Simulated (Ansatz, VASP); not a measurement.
# Al in VASP and in Ansatz

The input INCAR:

```
PREC     = Accurate       # precision mode
ENCUT    = 520            # plane-wave cutoff, eV
EDIFF    = 1E-7           # SCF threshold, eV
ISMEAR   = 0              # smearing method
SIGMA    = 0.15           # smearing width, eV
LREAL    = False          # projectors in reciprocal space
LASPH    = True           # aspherical terms in the spheres
NELM     = 100            # most SCF steps
ALGO     = Normal         # electronic algorithm
ISIF     = 2              # what is computed and relaxed
LWAVE    = False          # write WAVECAR
LCHARG   = False          # write CHGCAR
GGA      = PS             # functional
IVDW     = 12             # dispersion correction
NBANDS   = 14             # bands
```

File KPOINTS:

```
Automatic mesh
0
Gamma
  18 18 6
```

File POSCAR:

```
Al
1.0
    2.8006324383      0.0000000000      0.0000000000
   -1.4003162191      2.4254188383      0.0000000000
    0.0000000000      0.0000000000      9.0090744276
Al
4
Direct
    0.0000000000      0.0000000000      0.0000000000
    0.3333333333      0.6666666667      0.2500000000
    0.0000000000      0.0000000000      0.5000000000
    0.6666666667      0.3333333333      0.7500000000
```

Input for Ansatz:

```yaml
crystal:
  lattice:
    - [2.8006324383, 0.0, 0.0]
    - [-1.4003162191, 2.4254188383, 0.0]
    - [0.0, 0.0, 9.0090744276]
  atoms:
    - { symbol: Al, position: [0.0, 0.0, 0.0] }
    - { symbol: Al, position: [0.3333333333, 0.6666666667, 0.25] }
    - { symbol: Al, position: [0.0, 0.0, 0.5] }
    - { symbol: Al, position: [0.6666666667, 0.3333333333, 0.75] }
basis:
  ecutwfc: 420
kpoints:
  mp_grid: { grid: [18, 18, 6] }
hamiltonian:
  xc: pbesol
  pseudopotentials: { kind: paw, azcp: { folder: soft_1 } }
  dispersion: d3bj
scf:
  occupations: { method: gaussian, width: 0.15 }
output:
  forces: true
  stress: true
  eigenvalues: true
```

Alike in both runs: task single point; functional PBEsol; dispersion D3(BJ); k mesh 18 × 18 × 6; occupations gaussian, width 0.15 eV; no spin polarisation.

|  | VASP | Ansatz |
| --- | --- | --- |
| version | VASP 6.6.1 | Ansatz 0.2.0 |
| potentials or method | VASP PAW PBE potentials, release 64 (Al), cutoff 520 eV | scalar-relativistic, plane waves, PAW |
| valence electrons in the cell | 12 | 12 |

Ansatz gave:

* gap on the k mesh at the Fermi level (eV): none
* pressure (GPa): 1.9
* traceless stress, the component that is largest in VASP (GPa): 1.56

Task: Estimate VASP's values.

Result: gap on the k mesh at the Fermi level (eV): none; pressure (GPa): 2.0; traceless stress, the component that is largest in VASP (GPa): 1.57.

VASP's potentials were made for PBE, not for PBEsol, and Ansatz warns of the same on its side. A gap of «none» marks a metal or a gap that the smearing closes.
